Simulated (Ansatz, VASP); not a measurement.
## Two plane-wave programs on Nb5N

```
CELL_PARAMETERS angstrom
3.33709 0.00000 0.00000
-1.66854 2.89000 0.00000
0.00000 0.00000 11.22274
ATOMIC_POSITIONS crystal
Nb 0.66667 0.33333 0.00000
Nb 0.00000 0.00000 0.79330
Nb 0.00000 0.00000 0.20670
Nb 0.66667 0.33333 0.39082
Nb 0.66667 0.33333 0.60918
N 0.00000 0.00000 0.00000
```

Alike in both runs: functional PBE; k mesh 12 × 12 × 4; occupations gaussian, width 0.1 eV; no spin polarisation.

Ansatz relaxed the structure, and its values are those at the end. VASP's run is a single point on that final structure, the one shown.

|  | VASP | Ansatz |
| --- | --- | --- |
| version | VASP 6.6.1 | Ansatz 0.2.0 |
| potentials or method | VASP PAW PBE potentials, release 64 (Nb_sv, N), cutoff 520 eV | scalar-relativistic, plane waves, PAW |
| valence electrons in the cell | 70 | 70 |

|  | VASP | Ansatz | Ansatz less VASP |
| --- | --- | --- | --- |
| gap on the k mesh at the Fermi level (eV) | none | none | - |
| pressure (GPa) | -0.3 | 0.0 | +0.33 |
| rms of the force components (eV/Å) | 0.006 | 0.002 | -0.0042 |

A gap of «none» marks a metal or a gap that the smearing closes. The functional is the same, so the differences come from potentials, cutoffs and numerics.
